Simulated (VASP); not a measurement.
## C: single point with HSE06

C, a slab with vacuum:

```xyz
4
Lattice="2.4653 0.0000 0.0000 -1.2326 2.1350 0.0000 0.0000 0.0000 32.7442" Properties=species:S:1:pos:R:3 pbc="T T T"
C     0.0000    0.0000   14.6700
C     1.2326    0.7117   14.6696
C     0.0000    0.0000   18.0742
C     0.0000    1.4233   18.0746
```

| Item | Value |
| --- | --- |
| Program | VASP 6.6.1 |
| Task | single point |
| Functional | HSE06 |
| Potentials or basis | VASP PAW PBE potentials, release 64 (C) |
| Cutoff | 520 eV |
| k mesh | 9 × 9 × 1 |
| Occupations | gaussian, width 0.1 eV |
| Spin | no spin polarisation |
| Dipole correction | yes |
| Grid for exact exchange (PRECFOCK) | Normal |
| Further INCAR settings | ALGO = Normal; EDIFF = 1e-06; NBANDS = 16 |
| Share of exact exchange | 0.25 |
| Screening parameter | 0.2079 1/Å |

```json
{"Largest force": "0.044 eV/Å", "Band gap on the k mesh": "zero (filled and empty bands touch)"}
```

Forces on the atoms (eV/Å):
```
C    0.000  0.000 -0.022
C    0.000  0.000 -0.044
C    0.000  0.000  0.022
C    0.000  0.000  0.044
```

Levels at points of the mesh, in eV from the Fermi level:
```
           k point  band 4  band 5  band 6  band 7  band 8  band 9  band 10  band 11  band 12  band 13
(0.00, 0.00, 0.00)   -8.35   -4.00   -4.00   -3.99   -3.99    3.71     4.05     4.41     4.70     4.98
```

Run time: 23 min on 1 × NVIDIA H100 80GB with 1 thread of AMD EPYC 7R13 Processor (Zen 3) (shared host), peak memory 1.3 GiB.

Caveat: the PAW data sets were made with another functional, which shifts forces and pressure a little.
